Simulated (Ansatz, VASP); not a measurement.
**Si: VASP beside Ansatz**

File INCAR:

```
PREC = Accurate
ENCUT = 520
EDIFF = 1E-7
ISMEAR = 0
SIGMA = 0.05
LREAL = F
LASPH = T
NELM = 80
ALGO = Normal
ISIF = 2
LWAVE = F
LCHARG = F
GGA = PE
NBANDS = 16
```

Contents of KPOINTS:

```
Automatic mesh
0
Gamma
  12 12 6
```

File POSCAR:

```
Si
1.0
    3.7865833161      0.0000000000      0.0000000000
   -1.8932916580      3.2792773453      0.0000000000
    0.0000000000      0.0000000000      6.5833537533
Si
4
Direct
    0.3333333333      0.6666666667      0.0440780254
    0.6666666667      0.3333333333      0.5440780254
    0.3333333333      0.6666666667      0.4559219746
    0.6666666667      0.3333333333      0.9559219746
```

Input for Ansatz:

```yaml
crystal:
  lattice:
    - [3.7865833161, 0.0, 0.0]
    - [-1.893291658, 3.2792773453, 0.0]
    - [0.0, 0.0, 6.5833537533]
  atoms:
    - { symbol: Si, position: [0.3333333333, 0.6666666667, 0.0440780254] }
    - { symbol: Si, position: [0.6666666667, 0.3333333333, 0.5440780254] }
    - { symbol: Si, position: [0.3333333333, 0.6666666667, 0.4559219746] }
    - { symbol: Si, position: [0.6666666667, 0.3333333333, 0.9559219746] }
basis:
  ecutwfc: 420
kpoints:
  mp_grid: { grid: [12, 12, 6] }
hamiltonian:
  xc: pbe
  pseudopotentials: { kind: paw, azcp: { folder: soft_1 } }
scf:
  occupations: { method: gaussian, width: 0.05 }
output:
  forces: true
  stress: true
  eigenvalues: true
```

Alike in both runs: task single point; functional PBE; k mesh 12 × 12 × 6; occupations gaussian, width 0.05 eV; no spin polarisation.

|  | VASP | Ansatz |
| --- | --- | --- |
| version | VASP 6.6.1 | Ansatz 0.2.0 |
| potentials or method | VASP PAW PBE potentials, release 64 (Si), cutoff 520 eV | scalar-relativistic, plane waves, PAW |
| valence electrons in the cell | 16 | 16 |

```csv
,VASP,Ansatz,Ansatz less VASP
gap on the k mesh at the Fermi level (eV),none,none,-
pressure (GPa),3.6,3.7,+0.08
"traceless stress, the component that is largest in VASP (GPa)",-12.36,-12.39,-0.025
rms of the force components (eV/Å),1.204,1.205,+0.0014
```

Atom by atom the forces differ by 0.001 eV/Å (rms over components). A gap of «none» marks a metal or a gap that the smearing closes. With one functional, cell and mesh, what is left measures potentials, basis and numerics.
